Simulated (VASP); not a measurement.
Write the native input for VASP 6.6.1 that does the following.

- Task: single point
- Functional: PBE
- Potentials or basis: VASP PAW PBE potentials, release 64 (Zn, S)
- Cutoff: 520 eV
- k mesh: 6 × 6 × 6
- Occupations: gaussian, width 0.05 eV
- Spin: no spin polarisation
- Dipole correction: no
- Further INCAR settings: ALGO = Normal; EDIFF = 1e-06; NBANDS = 46

The structure of ZnS lies in POSCAR:

```
ZnS
1.0
    5.4093000000      0.0000000000      0.0000000000
    0.0000000000     -5.4093000000      0.0000000000
    0.0000000000      0.0000000000     -5.4093000000
Zn S
4 4
Direct
    0.0000000000      0.5000000000      0.5000000000
    0.5000000000      0.0000000000      0.5000000000
    0.5000000000      0.5000000000      0.0000000000
    0.0000000000      0.0000000000      0.0000000000
    0.7500000000      0.7500000000      0.7500000000
    0.2500000000      0.2500000000      0.7500000000
    0.2500000000      0.7500000000      0.2500000000
    0.7500000000      0.2500000000      0.2500000000
```

The input as run:

INCAR

```
  PREC = Accurate
  ENCUT = 520
  EDIFF = 1E-6
  ISMEAR = 0
  SIGMA = 0.05
  LREAL = False
  LASPH = True
  NELM = 80
  ALGO = Normal
  ISIF = 2
  LWAVE = False
  LCHARG = False
  GGA = PE
  NBANDS = 46
```

KPOINTS

```
regular mesh
0
Gamma
  6 6 6
```

Potentials or basis: VASP PAW PBE potentials, release 64 (Zn, S).

Command:

```bash
$ cat potpaw_PBE.64/Zn/POTCAR potpaw_PBE.64/S/POTCAR > POTCAR
$ mpirun -np 1 vasp_std > vasp.out
```

It gave:

The pressure is 1.5 GPa. The band gap on the k mesh is 2.10 eV.

Run time: 110 s on 1 thread of Intel(R) Xeon(R) Platinum 8259CL CPU @ 2.50GHz (Skylake/Cascade Lake), on a shared host, peak memory 0.3 GiB.
